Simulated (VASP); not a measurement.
Here is a VASP 6.6.1 calculation.

INCAR

```
PREC = Accurate
ENCUT = 520
EDIFF = 1E-6
ISMEAR = 0
SIGMA = 0.05
LREAL = F
LASPH = T
NELM = 100
ALGO = Normal
ISIF = 2
LWAVE = F
LCHARG = T
LELF = T
LVHAR = T
NBANDS = 41
```

Contents of KPOINTS:

```
regular mesh
0
Gamma
  6 6 6
```

The input POSCAR:

```
AlGa3N4
1.0
    4.3833806539      0.2734475492      0.2734475492
    0.2734475492      4.3833806539      0.2734475492
    0.2734475492      0.2734475492      4.3833806539
Al Ga N
1 3 4
Direct
    0.0000000000      0.0000000000      0.0000000000
    0.5000000000      0.5000000000      0.0000000000
    0.5000000000      0.0000000000      0.5000000000
    0.0000000000      0.5000000000      0.5000000000
    0.7548078379      0.7548078379      0.2451921621
    0.7548078379      0.2451921621      0.7548078379
    0.2451921621      0.7548078379      0.7548078379
    0.2451921621      0.2451921621      0.2451921621
```

Potentials or basis: VASP PAW LDA potentials, release 64 (Al, Ga_d, N).

Run with:

```console
$ cat potpaw_LDA.64/Al/POTCAR potpaw_LDA.64/Ga_d/POTCAR potpaw_LDA.64/N/POTCAR > POTCAR
$ mpirun -np 1 vasp_std > vasp.out
```

Problem. Predict the pressure.

Solution. 19.7 GPa.

Problem. Estimate the band gap on the k mesh.

Solution. 1.33 eV.

Problem. Predict the largest force.

Solution. 1.531 eV/Å.

Forces on the atoms (eV/Å):
```
Al   0.710  0.710  0.710
Ga   0.711  0.711  0.749
Ga   0.711  0.749  0.711
Ga   0.749  0.711  0.711
N   -0.647 -0.647 -0.703
N   -0.647 -0.703 -0.647
N   -0.703 -0.647 -0.647
N   -0.884 -0.884 -0.884
```

Caveat: the cell stands under pressure; forces of over 1 eV/Å act on the atoms, so gaps and moduli don't describe the material at rest.
